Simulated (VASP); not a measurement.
Crystal: Fe.

```
CELL_PARAMETERS angstrom
2.43416 0.00000 0.00000
-1.21708 2.10804 0.00000
0.00000 0.00000 3.84193
ATOMIC_POSITIONS crystal
Fe 0.66667 0.33333 0.75000
Fe 0.33333 0.66667 0.25000
```

This isn't the form of Fe at room conditions, which is bcc.

Base run:

```yaml
Program: VASP 6.6.1
Functional: PBE
Potentials_or_basis: VASP PAW PBE potentials, release 64 (Fe_sv)
Cutoff: 690 eV
k_mesh: 10 × 10 × 6
Occupations: fermi-dirac, width 0.05 eV
Spin: collinear spin, ferromagnetic start
Starting_moments: "[2.25, 2.25] μB"
Fixed_moment: 4.5 μB
```

Its results: pressure 49.1 GPa; site moments Fe +2.19 μB.

Q: After a change of settings the same cell gave: pressure 122.5 GPa; site moments Fe +3.32 μB. Which change was it?
A. fixed moment from 4.5 μB to 7.5 μB; moments at the start from [2.25, 2.25] to [3.75, 3.75]
B. fixed moment from 4.5 μB to 3 μB; moments at the start from [2.25, 2.25] to [1.5, 1.5]
C. fixed moment from 4.5 μB to 1.5 μB; moments at the start from [2.25, 2.25] to [0.75, 0.75]

A: A.

Caveats: the total moment is fixed, so each spin has its own Fermi level and the state may be an excited one; the stress differs along the axes, from 42 to 64 GPa (at least some runs); the stress differs along the axes, from 119 to 129 GPa (at least some runs).
